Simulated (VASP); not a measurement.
# GaN (P6_3mc) in VASP: notebook

GaN is run at these levels: PBEsol-based global hybrid with 25 % exact exchange, r2SCAN; tasks: single point.

Everything below comes from runs of VASP 6.6.1. Logs are shortened: lines on timing, memory, paths and dates and some standing lists are left out, and cuts for length are marked.

## Step 1: The cell of the first run

It takes space group P6_3mc (No. 186, hexagonal). The conventional cell has a = 3.180 Å, b = 3.180 Å, c = 5.166 Å, α = 90.00°, β = 90.00°, γ = 120.00°. Within 2.6 Å of Ga (site symmetry 3m) lie 4 N at 1.94 to 1.95 Å. Within 2.6 Å of N (site symmetry 3m) lie 4 Ga at 1.94 to 1.95 Å.

## Step 2: Single point, PBEsol-based global hybrid with 25 % exact exchange

Contents of POSCAR:

```
GaN
1.0
    3.1800000000      0.0000000000      0.0000000000
   -1.5900000000      2.7539607840      0.0000000000
    0.0000000000      0.0000000000      5.1660000000
Ga N
2 2
Direct
    0.6666666667      0.3333333333      0.5000000000
    0.3333333333      0.6666666667      0.0000000000
    0.6666666667      0.3333333333      0.8750000000
    0.3333333333      0.6666666667      0.3750000000
```

Contents of INCAR.step1:

```
SYSTEM = GaN
PREC     = Accurate       ! precision mode
ENCUT    = 520            ! plane-wave cutoff, eV
EDIFF    = 1E-5           ! SCF threshold, eV
ISMEAR   = -1             ! smearing method
SIGMA    = 0.05           ! smearing width, eV
LREAL    = .FALSE.        ! projectors in reciprocal space
LASPH    = .TRUE.         ! aspherical terms in the spheres
NELM     = 60             ! most SCF steps
ALGO     = Normal         ! electronic algorithm
ISIF     = 2              ! what is computed and relaxed
LWAVE    = .TRUE.         ! write WAVECAR
GGA      = PE             ! functional
NBANDS   = 26             ! bands
```

Contents of INCAR.step2:

```
SYSTEM = GaN
PREC     = Accurate       ! precision mode
ENCUT    = 520            ! plane-wave cutoff, eV
EDIFF    = 1E-6           ! SCF threshold, eV
ISMEAR   = -1             ! smearing method
SIGMA    = 0.05           ! smearing width, eV
LREAL    = .FALSE.        ! projectors in reciprocal space
LASPH    = .TRUE.         ! aspherical terms in the spheres
NELM     = 60             ! most SCF steps
ALGO     = Normal         ! electronic algorithm
ISIF     = 2              ! what is computed and relaxed
LWAVE    = .FALSE.        ! write WAVECAR
LCHARG   = .TRUE.         ! write CHGCAR
GGA      = PS             ! functional
LHFCALC  = .TRUE.         ! exact exchange
AEXX     = 0.25           ! exact-exchange fraction
PRECFOCK = Normal       
LELF     = .TRUE.         ! ELF
LVHAR    = .TRUE.       
ISTART   = 1            
NBANDS   = 26             ! bands
```

Contents of KPOINTS:

```
regular mesh
0
G
  6 6 3
  0 0 0
```

Potentials or basis: VASP PAW PBE potentials, release 64 (Ga_d, N).

Command:

```bash
cat potpaw_PBE.64/Ga_d/POTCAR potpaw_PBE.64/N/POTCAR > POTCAR
cp INCAR.step1 INCAR
mpirun -np 1 vasp_std > vasp.out
cp INCAR.step2 INCAR
mpirun -np 1 vasp_std > vasp.out
```

OUTCAR:

```text
SYSTEM = GaN
   PREC = Accurate
   ENCUT = 520
   EDIFF = 1E-6
   ISMEAR = -1
   LREAL = .FALSE.
   LASPH = .TRUE.
   NELM = 60
   ISIF = 2
   GGA = PS
   LHFCALC = .TRUE.
   AEXX = 0.25
   PRECFOCK = Normal
   ISTART = 1

 ion  position               nearest neighbor table
   1  0.667  0.333  0.500-   3 1.94   4 1.95   4 1.95   4 1.95
   2  0.333  0.667  0.000-   4 1.94   3 1.95   3 1.95   3 1.95
   3  0.667  0.333  0.875-   1 1.94   2 1.95   2 1.95   2 1.95
   4  0.333  0.667  0.375-   2 1.94   1 1.95   1 1.95   1 1.95

  LATTYP: Found a hexagonal cell.
 ALAT       =     3.1800000000
 C/A-ratio  =     1.6245283019

  Lattice vectors:

 A1 = (   3.1800000000,   0.0000000000,   0.0000000000)
 A2 = (  -1.5900000000,   2.7539607840,   0.0000000000)
 A3 = (   0.0000000000,   0.0000000000,   5.1660000000)

Analysis of symmetry for initial positions (statically):
=====================================================================
 Subroutine PRICEL returns:
 Original cell was already a primitive cell.

 Routine SETGRP: Setting up the symmetry group for a
 hexagonal supercell.

 Subroutine GETGRP returns: Found 12 space group operations
 (whereof  6 operations were pure point group operations)
 out of a pool of 24 trial point group operations.

The static configuration has the point symmetry C_3v.
 The point group associated with its full space group is C_6v.

Analysis of symmetry for dynamics (positions and initial velocities):
=====================================================================
 Subroutine PRICEL returns:
 Original cell was already a primitive cell.

 Routine SETGRP: Setting up the symmetry group for a
 hexagonal supercell.

 Subroutine GETGRP returns: Found 12 space group operations
 (whereof  6 operations were pure point group operations)
 out of a pool of 24 trial point group operations.

The dynamic configuration has the point symmetry C_3v.
 The point group associated with its full space group is C_6v.

 Subroutine INISYM returns: Found 12 space group operations
 (whereof  6 operations are pure point group operations),
 and found     1 'primitive' translations

----------------------------------------------------------------------------------------

                                     Primitive cell

  volume of cell :      45.2417

  direct lattice vectors                    reciprocal lattice vectors
     3.180000000  0.000000000  0.000000000     0.314465409  0.181556688  0.000000000
    -1.590000000  2.753960784  0.000000000     0.000000000  0.363113377  0.000000000
     0.000000000  0.000000000  5.166000000     0.000000000  0.000000000  0.193573364

  length of vectors
     3.180000000  3.180000000  5.166000000     0.363113377  0.363113377  0.193573364

  position of ions in fractional coordinates (direct lattice)
     0.666666667  0.333333333  0.500000000
     0.333333333  0.666666667  0.000000000
     0.666666667  0.333333333  0.875000000
     0.333333333  0.666666667  0.375000000

  ion indices of the primitive-cell ions
   primitive index   ion index
                 1           1
                 2           2
                 3           3
                 4           4

----------------------------------------------------------------------------------------

 KPOINTS: regular mesh

Automatic generation of k-mesh.
 Grid dimensions read from file:
 generate k-points for:    6    6    3

 Generating k-lattice:

  Cartesian coordinates                     Fractional coordinates (reciprocal lattice)
     0.052410901  0.030259448  0.000000000     0.166666667  0.000000000  0.000000000
     0.000000000  0.060518896  0.000000000     0.000000000  0.166666667  0.000000000
     0.000000000  0.000000000  0.064524455     0.000000000  0.000000000  0.333333333

  Length of vectors
     0.060518896  0.060518896  0.064524455

  Shift w.r.t. Gamma in fractional coordinates (k-lattice)
     0.000000000  0.000000000  0.000000000

 Subroutine IBZKPT returns following result:
 ===========================================

 Found     14 irreducible k-points:

 Following reciprocal coordinates:
            Coordinates               Weight
  0.000000  0.000000  0.000000      1.000000
  0.166667  0.000000  0.000000      6.000000
  0.333333  0.000000  0.000000      6.000000
  0.500000  0.000000  0.000000      3.000000
  0.166667  0.166667  0.000000      6.000000
  0.333333  0.166667  0.000000     12.000000
  0.333333  0.333333  0.000000      2.000000
  0.000000  0.000000  0.333333      2.000000
  0.166667  0.000000  0.333333     12.000000
  0.333333  0.000000  0.333333     12.000000
  0.500000  0.000000  0.333333      6.000000
  0.166667  0.166667  0.333333     12.000000
  0.333333  0.166667  0.333333     24.000000
  0.333333  0.333333  0.333333      4.000000
   k-points           NKPTS =     14   k-points in BZ     NKDIM =    108   number of bands    NBANDS=     26
   number of dos      NEDOS =    301   number of ions     NIONS =      4
   total plane-waves  NPLWV =  23040
   dimension x,y,z NGX =    24 NGY =   24 NGZ =   40
   dimension x,y,z NGXF=    48 NGYF=   48 NGZF=   80
   ions per type =               2   2
   NGX,Y,Z   is equivalent  to a cutoff of  12.55, 12.55, 12.87 a.u.
   NGXF,Y,Z  is equivalent  to a cutoff of  25.09, 25.09, 25.74 a.u.
 SYSTEM =  GaN
   PREC   = accura    normal or accurate (medium, high low for compatibility)
   ISTART =      1    job   : 0-new  1-cont  2-samecut
   ICHARG =      0    charge: 1-file 2-atom 10-const
   ISPIN  =      1    spin polarized calculation?
   LNONCOLLINEAR =      F non collinear calculations
   LSORBIT =      F    spin-orbit coupling
   LASPH  =      T    aspherical Exc in radial PAW
   ENCUT  =  520.0 eV  38.22 Ry    6.18 a.u.   5.91  5.91  9.61*2*pi/ulx,y,z
   NELM   =     60;   NELMIN=  2; NELMDL=  0     # of ELM steps
   EDIFF  = 0.1E-05   stopping-criterion for ELM
   LREAL  =      F    real-space projection
   EDIFFG = 0.1E-04   stopping-criterion for IOM
   NSW    =      0    number of steps for IOM
   IBRION =     -1    ionic relax: 0-MD 1-quasi-New 2-CG
   NFREE  =      0    steps in history (QN), initial steepest desc. (CG)
   ISIF   =      2    stress and relaxation
   ISYM   =      3    0-nonsym 1-usesym 2-fastsym
   POTIM  = 0.5000    time-step for ionic-motion
   TEBEG  =    0.0;   TEEND  =   0.0 temperature during run
   PSTRESS=    0.0 pullay stress
   NELECT =      36.0000    total number of electrons
   NUPDOWN=      -1.0000    fix difference up-down
   EMIN   =  10.00;   EMAX   =-10.00  energy-range for DOS
   EFERMI =   0.00;   METHOD = LEGACY
   ISMEAR =    -1;   SIGMA  =   0.05  broadening in eV -4-tet -1-fermi 0-gaus
   EFERMI_NEDOS =   21; number of points for ismear=-14 and -15
   IALGO  =     38    algorithm
   IMIX   =      1    mixing-type and parameters
     AMIX     =   0.40;   BMIX     =  1.00
     AMIX_MAG =   1.60;   BMIX_MAG =  1.00
  volume/ion in A,a.u.               =      11.31        76.33
  Fermi-wavevector in a.u.,A,eV,Ry     =   1.517036  2.866782 31.312427  2.301398
  Thomas-Fermi vector in A             =   2.626345
   LORBIT       =      0    0 simple, 1 ext, 2 COOP (PROOUT), +10 PAW based schemes
   GGA     = PS    functional components
   LHFCALC =     T    Hartree Fock is set to
   PRECFOCK=normal    Normal, Fast or Accurate (Low or Medium for compatibility)
   ENCUT4O =  -1.0   cutoff for four orbital integrals eV
   NKREDX  =     1    reduce k-point grid by
   NKREDY  =     1    reduce k-point grid by
   NKREDZ  =     1    reduce k-point grid by
   AEXX    =    0.2500 exact exchange contribution
   HFSCREEN=    0.0000 screening length (either q_TF or 0.3 A-1)
   HFSCREENC=   0.0000 screening length for correlation (either q_TF or 0.3 A-1)
   ENCUTFOCK=  -1.0 apply spherical cutoff to Coloumb kernel
   IVDW    =     0    specifies the selected vdW correction
   LEPSILON=     F    determine dielectric tensor
   LRPA    =     F    only Hartree local field effects (RPA)
 non-spin polarized calculation
  energy-cutoff  :      520.00
  volume of cell :       45.24
 maximum number of plane-waves:      1236
 NGX is ok and might be reduce to    24
  NGX = 18; NGY = 18; NGZ = 30

 number of electron      36.0000002 magnetization

 Free energy of the ion-electron system (eV)
  ---------------------------------------------------
  ext. energy  EPLUGINS =         0.00000000
  ---------------------------------------------------
  free energy    TOTEN  =       -32.78408709 eV

  energy without entropy =      -32.78408709  energy(sigma->0) =      -32.78408709

 E-fermi :   5.1551     XC(G=0):  -9.3792

 val. band max:        4.1213476854   @ k =   0.0000   0.0000   0.0000
 cond. band min:       8.0500869107   @ k =   0.0000   0.0000   0.0000
 fundamental gap:      3.9287392252
 Fermi energy:         5.1551183677

 k-point     1 :       0.0000    0.0000    0.0000
  band No.  band energies     occupation
      1     -13.5010      2.00000
      2     -12.8059      2.00000
      3     -11.4754      2.00000
      4     -11.4535      2.00000
      5     -11.4535      2.00000
      6     -11.3899      2.00000
[... 18 lines left out ...]
     25      18.3209      0.00000
     26      18.3209      0.00000

 k-point     2 :       0.1667    0.0000    0.0000
  band No.  band energies     occupation
      1     -13.2622      2.00000
      2     -12.7658      2.00000
      3     -11.4415      2.00000
      4     -11.4200      2.00000
      5     -11.3657      2.00000
      6     -11.3410      2.00000
[... 18 lines left out ...]
     25      17.9897      0.00000
     26      18.8917      0.00000

 k-point     3 :       0.3333    0.0000    0.0000
  band No.  band energies     occupation
      1     -12.9075      2.00000
      2     -12.7190      2.00000
      3     -11.3992      2.00000
      4     -11.3826      2.00000
      5     -11.2968      2.00000
      6     -11.2460      2.00000
[... 18 lines left out ...]
     25      18.0090      0.00000
     26      19.9559      0.00000

 k-point     4 :       0.5000    0.0000    0.0000
  band No.  band energies     occupation
      1     -12.8118      2.00000
      2     -12.7060      2.00000
      3     -11.3959      2.00000
      4     -11.3790      2.00000
      5     -11.2835      2.00000
      6     -11.2285      2.00000
[... 18 lines left out ...]
     25      18.9197      0.00000
     26      20.2055      0.00000
[... 206 lines left out ...]
      1     -12.8444      2.00000
      2     -12.7292      2.00000
      3     -11.3891      2.00000
      4     -11.3723      2.00000
      5     -11.3413      2.00000
      6     -11.3203      2.00000
[... 18 lines left out ...]
     25      17.7775      0.00000
     26      18.9525      0.00000

 k-point    13 :       0.3333    0.1667    0.3333
  band No.  band energies     occupation
      1     -12.7332      2.00000
      2     -12.6925      2.00000
      3     -11.3777      2.00000
      4     -11.3583      2.00000
      5     -11.3268      2.00000
      6     -11.2621      2.00000
[... 18 lines left out ...]
     25      18.5147      0.00000
     26      19.7551      0.00000

 k-point    14 :       0.3333    0.3333    0.3333
  band No.  band energies     occupation
      1     -12.6913      2.00000
      2     -12.6913      2.00000
      3     -11.3835      2.00000
      4     -11.3180      2.00000
      5     -11.3180      2.00000
      6     -11.2625      2.00000
[... 18 lines left out ...]
     25      19.7058      0.00000
     26      20.7929      0.00000

------------------------ aborting loop because EDIFF is reached ----------------------------------------

  FORCE on cell =-STRESS in cart. coord.  units (eV):
  Direction    XX          YY          ZZ          XY          YZ          ZX
  --------------------------------------------------------------------------------------
  -------------------------------------------------------------------------------------
  Total       -1.2024954     -1.2024954     -0.7156183      0.0000000      0.0000000      0.0000000
  in kB      -42.5848121    -42.5848121    -25.3426930      0.0000000      0.0000000      0.0000000
  external PRESSURE =     -36.8374390 kB  Pullay stress =       0.0000000 kB

 VOLUME and BASIS-vectors are now :
 -----------------------------------------------------------------------------
  energy-cutoff  :      520.00
  volume of cell :       45.24
      direct lattice vectors                 reciprocal lattice vectors
     3.180000000  0.000000000  0.000000000     0.314465409  0.181556688  0.000000000
    -1.590000000  2.753960784  0.000000000     0.000000000  0.363113377  0.000000000
     0.000000000  0.000000000  5.166000000     0.000000000  0.000000000  0.193573364

 POSITION                                       TOTAL-FORCE (eV/Angst)
 -----------------------------------------------------------------------------------
      1.59000      0.91799      2.58300        -0.000000     -0.000000     -0.149986
     -0.00000      1.83597      0.00000         0.000000      0.000000     -0.149986
      1.59000      0.91799      4.52025         0.000000     -0.000000      0.149986
     -0.00000      1.83597      1.93725         0.000000     -0.000000      0.149986
 -----------------------------------------------------------------------------------
    total drift:                               -0.000001      0.000001     -0.000053

  FREE ENERGIE OF THE ION-ELECTRON SYSTEM (eV)
  ---------------------------------------------------
  free  energy   TOTEN  =       -32.7840870856 eV

  energy  without entropy=      -32.7840870855  energy(sigma->0) =      -32.78408709
```

It took 30 min on 1 thread of Intel Xeon 6975P-C (Granite Rapids), shared host; peak memory 0.18 GiB.

Results:

| Property | Result |
| --- | --- |
| Free energy | -32.7841 eV |
| Pressure | -3.7 GPa |
| Largest force | 0.150 eV/Å |
| Band gap on the k mesh | 3.93 eV |

Forces on the atoms (eV/Å):
```
Ga   0.000  0.000 -0.150
Ga   0.000  0.000 -0.150
N    0.000  0.000  0.150
N    0.000  0.000  0.150
```

Caveat: the cell stands under tension; the PAW data sets were made with another functional, which shifts forces and pressure a little.

## Step 3: Single point, r2SCAN, non-collinear spin, zero start, spin-orbit coupling

This run uses another cell than the first one, of 10.86 Å³/atom.

Contents of POSCAR:

```
GaN
1.0
    3.1370217585      0.0000000000      0.0000000000
   -1.5685108793      2.7167405351      0.0000000000
    0.0000000000      0.0000000000      5.0961806304
Ga N
2 2
Direct
    0.6666666667      0.3333333333      0.5000000000
    0.3333333333      0.6666666667      0.0000000000
    0.6666666667      0.3333333333      0.8750000000
    0.3333333333      0.6666666667      0.3750000000
```

Contents of INCAR.step1:

```
SYSTEM = GaN
PREC = Accurate
ENCUT = 520
ISMEAR = -1
SIGMA = 0.05
LREAL = .FALSE.
LASPH = .TRUE.
NELM = 150
MAGMOM = 0 0 0 0 0 0 0 0 0 0 0 0
LSORBIT = .TRUE.
GGA_COMPAT = .FALSE.
NBANDS = 50
GGA = PE
ALGO = Normal
EDIFF = 1E-4
LWAVE = .TRUE.
LCHARG = .FALSE.
```

Contents of INCAR.step2:

```
SYSTEM = GaN
PREC = Accurate
ENCUT = 520
EDIFF = 1E-6
ISMEAR = -1
SIGMA = 0.05
LREAL = .FALSE.
LASPH = .TRUE.
NELM = 150
ALGO = Normal
ISIF = 2
LWAVE = .FALSE.
LCHARG = .FALSE.
MAGMOM = 0 0 0 0 0 0 0 0 0 0 0 0
LORBIT = 11
LSORBIT = .TRUE.
GGA_COMPAT = .FALSE.
LORBMOM = .TRUE.
METAGGA = R2SCAN
LMIXTAU = .TRUE.
NBANDS = 50
ISTART = 1
```

Contents of KPOINTS:

```
Automatic mesh
0
G
  10 10 5
  0 0 0
```

Potentials or basis: VASP PAW PBE potentials, release 64 (Ga_d, N).

Command:

```bash
cat potpaw_PBE.64/Ga_d/POTCAR potpaw_PBE.64/N/POTCAR > POTCAR
cp INCAR.step1 INCAR
mpirun -np 1 vasp_ncl > vasp.out
cp INCAR.step2 INCAR
mpirun -np 1 vasp_ncl > vasp.out
```

Run time: 32 min. Hardware: 1 thread of Intel Xeon 8259CL, shared host; peak memory 0.42 GiB.

It converged, with:

```yaml
Free_energy: -43.7506 eV
Pressure: 11.3 GPa
Largest_force: 0.154 eV/Å
Net_moment: 0.00 μB per cell
Valence_electrons_inside_the_program's_atomic_spheres: Ga 11.93; N 3.82
```

Forces in eV/Å, atoms in the order of the input:
```
Ga   0.000  0.000 -0.154
Ga   0.000  0.000 -0.154
N    0.000  0.000  0.154
N    0.000  0.000  0.154
```

Stress tensor (GPa, compression positive):
```
10.48  0.00  0.00
 0.00 10.48  0.00
 0.00  0.00 12.80
```

Moments on the atoms (μB; x, y, z):
```
Ga  0.00 0.00 0.00
Ga  0.00 0.00 0.00
N   0.00 0.00 0.00
N   0.00 0.00 0.00
```

Caveat: the cell stands under pressure; the PAW data sets were made with another functional, which shifts forces and pressure a little.
